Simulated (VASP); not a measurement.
A run of VASP 6.6.1 is set up as follows.

Contents of INCAR:

```
SYSTEM = BiTe
PREC = Accurate
ENCUT = 520
EDIFF = 1E-6
ISMEAR = -1
SIGMA = 0.05
LREAL = .FALSE.
LASPH = .TRUE.
NELM = 80
ALGO = Normal
ISIF = 2
LWAVE = .FALSE.
LCHARG = .FALSE.
GGA = RE
IVDW = 13
NBANDS = 18
```

KPOINTS

```
regular mesh
0
G
  7 7 7
  0 0 0
```

Contents of POSCAR:

```
BiTe
1.0
    2.4250472446      1.4001016795      3.1012904419
   -2.4250472446      1.4001016795      3.1012904419
    0.0000000000     -2.8002033589      3.1012904419
Bi Te
1 1
Direct
    0.5000000000      0.5000000000      0.5000000000
    0.0000000000      0.0000000000      0.0000000000
```

Potentials or basis: VASP PAW PBE potentials, release 64 (Bi_d, Te).

Command:

```sh
$ cat potpaw_PBE.64/Bi_d/POTCAR potpaw_PBE.64/Te/POTCAR > POTCAR
$ mpirun -np 1 vasp_std > vasp.out
```

Question: Estimate the dispersion energy per atom.

Answer: -0.808 eV.

Question: Estimate the pressure.

Answer: -0.1 GPa.

Caveat: the PAW data sets were made with another functional, which shifts forces and pressure a little; pairwise dispersion overbinds metals, which lowers pressure and volume.
